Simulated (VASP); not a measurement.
AlN, 2 atoms in the cell. It takes space group R3m (No. 160, trigonal). The conventional cell has a = 2.904 Å, b = 2.904 Å, c = 7.536 Å, α = 90.00°, β = 90.00°, γ = 120.00°. Within 2.7 Å of Al (site symmetry 3m) lie 6 N at 2.06 to 2.13 Å. Within 2.7 Å of N (site symmetry 3m) lie 6 Al at 2.06 to 2.13 Å.  This cell differs from its parent crystal: strained and its atoms moved.

| Property | Result |
| --- | --- |
| Program | VASP 6.6.1 |
| Task | single point |
| Functional | PBEsol |
| Potentials or basis | VASP PAW PBE potentials, release 64 (Al, N) |
| Cutoff | 520 eV |
| k mesh | 10 × 10 × 10 |
| Occupations | gaussian, width 0.02 eV |
| Spin | no spin polarisation |
| Dipole correction | no |
| Further INCAR settings | ALGO = Normal; EDIFF = 1e-07; NBANDS = 11 |

Potentials or basis: VASP PAW PBE potentials, release 64 (Al, N).

Command:

```console
$ cat potpaw_PBE.64/Al/POTCAR potpaw_PBE.64/N/POTCAR > POTCAR
$ mpirun -np 1 vasp_std > vasp.out
```

Hardware: 1 thread of Intel Xeon 6975P-C, on a shared host.

Estimate the wall time of this run.

Run time: 8.2 s on 1 thread of Intel Xeon 6975P-C, with other jobs on the host, peak memory 0.15 GiB. Counts: scf iterations 12, k points 116.
